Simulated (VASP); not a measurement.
# MgO (I4/mmm) in VASP: single point with PBE

Aim: the single point of MgO with PBE.

Everything below comes from runs of VASP 6.6.1. Logs are shortened: lines on timing, memory, paths and dates and some standing lists are left out, and cuts for length are marked.

**1. The cell of the first run**

Symmetry: I4/mmm, No. 139, tetragonal system. The conventional cell has a = 2.973 Å, b = 2.973 Å, c = 3.965 Å, α = 90.00°, β = 90.00°, γ = 90.00°. Within 2.6 Å of Mg (site symmetry 4/mmm) lie 6 O at 1.98 to 2.10 Å. O (site symmetry 4/mmm) has 6 Mg at 1.98 to 2.10 Å within 2.6 Å.

**2. Single point, PBE (uniaxial x strain -5.7%)**

File INCAR:

```
  PREC = Accurate
  ENCUT = 840
  EDIFF = 1E-6
  ISMEAR = -1
  SIGMA = 0.02
  LREAL = False
  LASPH = True
  NELM = 120
  ALGO = Normal
  ISIF = 2
  LWAVE = False
  LCHARG = False
  GGA = PE
  NBANDS = 15
  GGA_COMPAT = False
```

File KPOINTS:

```
Automatic mesh
0
Gamma
  10 10 10
```

File POSCAR:

```
MgO
1.0
    0.0000000000      2.1021680256      2.1021680256
    1.9825546649      0.0000000000      2.1021680256
    1.9825546649      2.1021680256      0.0000000000
Mg O
1 1
Direct
    0.0000000000      0.0000000000      0.0000000000
    0.5000000000      0.5000000000      0.5000000000
```

Potentials or basis: VASP PAW PBE potentials, release 64 (Mg_sv, O).

The run is started by

```console
$ cat potpaw_PBE.64/Mg_sv/POTCAR potpaw_PBE.64/O/POTCAR > POTCAR
$ mpirun -np 1 vasp_std > vasp.out
```

OUTCAR:

```text
PREC = Accurate
   ENCUT = 840
   EDIFF = 1E-6
   ISMEAR = -1
   LREAL = False
   LASPH = True
   NELM = 120
   ISIF = 2
   GGA = PE

 ion  position               nearest neighbor table
   1  0.000  0.000  0.000-   2 1.98   2 1.98   2 2.10   2 2.10   2 2.10   2 2.10
   2  0.500  0.500  0.500-   1 1.98   1 1.98   1 2.10   1 2.10   1 2.10   1 2.10

  LATTYP: Found a body centered tetragonal cell.
 ALAT       =     2.9729145322
 C/A-ratio  =     1.3337448106

  Lattice vectors:

 A1 = (  -1.9825546649,   0.0000000000,  -2.1021680256)
 A2 = (  -1.9825546649,   0.0000000000,   2.1021680256)
 A3 = (   1.9825546649,   2.1021680256,   0.0000000000)

Analysis of symmetry for initial positions (statically):
=====================================================================
 Subroutine PRICEL returns:
 Original cell was already a primitive cell.

 Routine SETGRP: Setting up the symmetry group for a
 body centered tetragonal supercell.

 Subroutine GETGRP returns: Found 16 space group operations
 (whereof 16 operations were pure point group operations)
 out of a pool of 16 trial point group operations.

The static configuration has the point symmetry D_4h.

Analysis of symmetry for dynamics (positions and initial velocities):
=====================================================================
 Subroutine PRICEL returns:
 Original cell was already a primitive cell.

 Routine SETGRP: Setting up the symmetry group for a
 body centered tetragonal supercell.

 Subroutine GETGRP returns: Found 16 space group operations
 (whereof 16 operations were pure point group operations)
 out of a pool of 16 trial point group operations.

The dynamic configuration has the point symmetry D_4h.

 Subroutine INISYM returns: Found 16 space group operations
 (whereof 16 operations are pure point group operations),
 and found     1 'primitive' translations

----------------------------------------------------------------------------------------

                                     Primitive cell

  volume of cell :      17.5223

  direct lattice vectors                    reciprocal lattice vectors
     0.000000000  2.102168026  2.102168026    -0.252199855  0.237849684  0.237849684
     1.982554665  0.000000000  2.102168026     0.252199855 -0.237849684  0.237849684
     1.982554665  2.102168026  0.000000000     0.252199855  0.237849684 -0.237849684

  length of vectors
     2.972914532  2.889573222  2.889573222     0.420416117  0.420416117  0.420416117

  position of ions in fractional coordinates (direct lattice)
     0.000000000  0.000000000  0.000000000
     0.500000000  0.500000000  0.500000000

  ion indices of the primitive-cell ions
   primitive index   ion index
                 1           1
                 2           2

----------------------------------------------------------------------------------------

 KPOINTS: Automatic mesh

Automatic generation of k-mesh.
 Grid dimensions read from file:
 generate k-points for:   10   10   10

 Generating k-lattice:

  Cartesian coordinates                     Fractional coordinates (reciprocal lattice)
    -0.025219986  0.023784968  0.023784968     0.100000000  0.000000000  0.000000000
     0.025219986 -0.023784968  0.023784968     0.000000000  0.100000000 -0.000000000
     0.025219986  0.023784968 -0.023784968     0.000000000 -0.000000000  0.100000000

  Length of vectors
     0.042041612  0.042041612  0.042041612

  Shift w.r.t. Gamma in fractional coordinates (k-lattice)
     0.000000000  0.000000000  0.000000000

 Subroutine IBZKPT returns following result:
 ===========================================

 Found    102 irreducible k-points:

 Following reciprocal coordinates:
            Coordinates               Weight
  0.000000  0.000000  0.000000      1.000000
  0.100000  0.000000  0.000000      8.000000
  0.200000  0.000000  0.000000      8.000000
  0.300000  0.000000  0.000000      8.000000
  0.400000  0.000000  0.000000      8.000000
  0.500000  0.000000  0.000000      4.000000
[... 16 lines left out ...]
  0.300000  0.300000  0.000000      4.000000
  0.400000  0.300000  0.000000     16.000000
 [... further k-points ...]
   k-points           NKPTS =    102   k-points in BZ     NKDIM =    102   number of bands    NBANDS=     15
   number of dos      NEDOS =    301   number of ions     NIONS =      2
   total plane-waves  NPLWV =  21952
   dimension x,y,z NGX =    28 NGY =   28 NGZ =   28
   dimension x,y,z NGXF=    56 NGYF=   56 NGZF=   56
   ions per type =               1   1
   NGX,Y,Z   is equivalent  to a cutoff of  15.66, 16.11, 16.11 a.u.
   NGXF,Y,Z  is equivalent  to a cutoff of  31.32, 32.22, 32.22 a.u.
 SYSTEM =  unknown system
   PREC   = accura    normal or accurate (medium, high low for compatibility)
   ISTART =      0    job   : 0-new  1-cont  2-samecut
   ICHARG =      2    charge: 1-file 2-atom 10-const
   ISPIN  =      1    spin polarized calculation?
   LNONCOLLINEAR =      F non collinear calculations
   LSORBIT =      F    spin-orbit coupling
   LASPH  =      T    aspherical Exc in radial PAW
   ENCUT  =  840.0 eV  61.74 Ry    7.86 a.u.   7.03  6.83  6.83*2*pi/ulx,y,z
   NELM   =    120;   NELMIN=  2; NELMDL= -5     # of ELM steps
   EDIFF  = 0.1E-05   stopping-criterion for ELM
   LREAL  =      F    real-space projection
   EDIFFG = 0.1E-04   stopping-criterion for IOM
   NSW    =      0    number of steps for IOM
   IBRION =     -1    ionic relax: 0-MD 1-quasi-New 2-CG
   NFREE  =      0    steps in history (QN), initial steepest desc. (CG)
   ISIF   =      2    stress and relaxation
   ISYM   =      2    0-nonsym 1-usesym 2-fastsym
   POTIM  = 0.5000    time-step for ionic-motion
   TEBEG  =    0.0;   TEEND  =   0.0 temperature during run
   PSTRESS=    0.0 pullay stress
   NELECT =      16.0000    total number of electrons
   NUPDOWN=      -1.0000    fix difference up-down
   EMIN   =  10.00;   EMAX   =-10.00  energy-range for DOS
   EFERMI =   0.00;   METHOD = LEGACY
   ISMEAR =    -1;   SIGMA  =   0.02  broadening in eV -4-tet -1-fermi 0-gaus
   EFERMI_NEDOS =   21; number of points for ismear=-14 and -15
   IALGO  =     38    algorithm
   IMIX   =      4    mixing-type and parameters
     AMIX     =   0.40;   BMIX     =  1.00
     AMIX_MAG =   1.60;   BMIX_MAG =  1.00
  volume/ion in A,a.u.               =       8.76        59.12
  Fermi-wavevector in a.u.,A,eV,Ry     =   1.588247  3.001352 34.321101  2.522530
  Thomas-Fermi vector in A             =   2.687280
   LORBIT       =      0    0 simple, 1 ext, 2 COOP (PROOUT), +10 PAW based schemes
   GGA     = PE    functional components
   LHFCALC =     F    Hartree Fock is set to
   AEXX    =    0.0000 exact exchange contribution
   IVDW    =     0    specifies the selected vdW correction
   LEPSILON=     F    determine dielectric tensor
   LRPA    =     F    only Hartree local field effects (RPA)
 non-spin polarized calculation
  energy-cutoff  :      840.00
  volume of cell :       17.52
 maximum number of plane-waves:       980
   NGX = 13   NGY = 13   NGZ = 13

 number of electron      16.0000009 magnetization

 Free energy of the ion-electron system (eV)
  ---------------------------------------------------
  ext. energy  EPLUGINS =         0.00000000
  ---------------------------------------------------
  free energy    TOTEN  =       -11.75363842 eV

  energy without entropy =      -11.75363842  energy(sigma->0) =      -11.75363842

 E-fermi :   3.9409     XC(G=0): -11.7128

 val. band max:        3.4253617040   @ k =   0.0000   0.0000   0.0000
 cond. band min:       8.7410971005   @ k =   0.0000   0.0000   0.0000
 fundamental gap:      5.3157353965
 Fermi energy:         3.9408532039

 k-point     1 :       0.0000    0.0000    0.0000
  band No.  band energies     occupation
      1     -68.6479      2.00000
      2     -35.3731      2.00000
      3     -35.3731      2.00000
      4     -35.3449      2.00000
      5     -14.2048      2.00000
      6       3.3008      2.00000
      7       3.4254      2.00000
      8       3.4254      2.00000
      9       8.7411      0.00000
     10      19.3875      0.00000
     11      19.3875      0.00000
     12      20.0245      0.00000
     13      23.6954      0.00000
     14      24.5135      0.00000
     15      26.5961      0.00000

 k-point     2 :       0.1000    0.0000    0.0000
  band No.  band energies     occupation
      1     -68.6469      2.00000
      2     -35.3809      2.00000
      3     -35.3746      2.00000
      4     -35.3489      2.00000
      5     -14.0827      2.00000
      6       2.7139      2.00000
      7       3.2847      2.00000
      8       3.3368      2.00000
      9       9.3613      0.00000
     10      18.3091      0.00000
     11      19.6345      0.00000
     12      20.0872      0.00000
     13      23.9969      0.00000
     14      25.4122      0.00000
     15      25.8482      0.00000

 k-point     3 :       0.2000    0.0000    0.0000
  band No.  band energies     occupation
      1     -68.6439      2.00000
      2     -35.4057      2.00000
      3     -35.3786      2.00000
      4     -35.3543      2.00000
      5     -13.7462      2.00000
      6       1.3370      2.00000
      7       3.1140      2.00000
      8       3.1155      2.00000
      9      10.5465      0.00000
     10      16.8137      0.00000
     11      20.0766      0.00000
     12      20.7373      0.00000
     13      23.5870      0.00000
     14      24.8430      0.00000
     15      26.8669      0.00000
[... 343 lines left out ...]
 k-point    23 :       0.3000    0.3000    0.0000
  band No.  band energies     occupation
      1     -68.6384      2.00000
      2     -35.4372      2.00000
      3     -35.3909      2.00000
      4     -35.3713      2.00000
      5     -13.1357      2.00000
      6       0.0583      2.00000
      7       2.3101      2.00000
      8       2.5953      2.00000
      9      12.9290      0.00000
     10      14.1463      0.00000
     11      18.2534      0.00000
     12      22.0162      0.00000
     13      22.6090      0.00000
     14      28.5231      0.00000
     15      31.8770      0.00000

 k-point    24 :       0.4000    0.3000    0.0000
  band No.  band energies     occupation
      1     -68.6361      2.00000
      2     -35.4500      2.00000
      3     -35.3965      2.00000
      4     -35.3775      2.00000
      5     -12.8613      2.00000
      6      -0.4096      2.00000
      7       1.9893      2.00000
      8       2.3659      2.00000
      9      13.5795      0.00000
     10      14.0311      0.00000
     11      17.4513      0.00000
     12      22.3426      0.00000
     13      23.1642      0.00000
     14      29.1935      0.00000
     15      31.4966      0.00000

 [... further k-points ...]

------------------------ aborting loop because EDIFF is reached ----------------------------------------

  FORCE on cell =-STRESS in cart. coord.  units (eV):
  Direction    XX          YY          ZZ          XY          YZ          ZX
  --------------------------------------------------------------------------------------
  -------------------------------------------------------------------------------------
  Total        3.4558914      1.3168497      1.3168497     -0.0000000      0.0000000     -0.0000000
  in kB      315.9953173    120.4083925    120.4083925     -0.0000000      0.0000000     -0.0000000
  external PRESSURE =     185.6040341 kB  Pullay stress =       0.0000000 kB

 VOLUME and BASIS-vectors are now :
 -----------------------------------------------------------------------------
  energy-cutoff  :      840.00
  volume of cell :       17.52
      direct lattice vectors                 reciprocal lattice vectors
     0.000000000  2.102168026  2.102168026    -0.252199855  0.237849684  0.237849684
     1.982554665  0.000000000  2.102168026     0.252199855 -0.237849684  0.237849684
     1.982554665  2.102168026  0.000000000     0.252199855  0.237849684 -0.237849684

 POSITION                                       TOTAL-FORCE (eV/Angst)
 -----------------------------------------------------------------------------------
      0.00000      0.00000      0.00000        -0.000000      0.000000     -0.000000
      1.98255      2.10217      2.10217         0.000000     -0.000000      0.000000
 -----------------------------------------------------------------------------------
    total drift:                                0.000000      0.000000      0.000000

  FREE ENERGIE OF THE ION-ELECTRON SYSTEM (eV)
  ---------------------------------------------------
  free  energy   TOTEN  =       -11.7536384196 eV

  energy  without entropy=      -11.7536384196  energy(sigma->0) =      -11.75363842
```

Wall time 27 s (1 thread of Intel Xeon Platinum 8488C (Sapphire Rapids), shared host); peak memory 0.18 GiB.

Results:

| Item | Value |
| --- | --- |
| Free energy | -11.7536 eV |
| Pressure | 18.6 GPa |
| Band gap on the k mesh | 5.32 eV |

Stress tensor (GPa, compression positive):
```
31.60  0.00  0.00
 0.00 12.04  0.00
 0.00  0.00 12.04
```

Levels at points of the mesh, in eV from the valence-band top:
| k point | band 4 | band 5 | band 6 | band 7 | band 8 | band 9 | band 10 | band 11 | band 12 | band 13 |
| --- | --- | --- | --- | --- | --- | --- | --- | --- | --- | --- |
| (0.00, 0.00, 0.00) | -38.77 | -17.63 | -0.12 | 0.00 | 0.00 | 5.32 | 15.96 | 15.96 | 16.60 | 20.27 |
| (0.50, 0.00, 0.00) | -38.79 | -16.13 | -4.93 | -0.84 | -0.71 | 8.26 | 13.28 | 16.30 | 17.78 | 21.86 |
| (0.50, 0.50, 0.00) | -38.81 | -15.97 | -4.44 | -1.54 | -1.20 | 9.41 | 10.73 | 13.49 | 19.61 | 20.80 |
| (0.00, 0.50, 0.50) | -38.84 | -15.81 | -4.17 | -1.65 | -1.65 | 8.75 | 10.66 | 14.29 | 19.51 | 19.51 |

Caveat: the cell differs from its parent crystal (uniaxial x strain -5.7%); the stress differs along the axes, from 12 to 32 GPa.
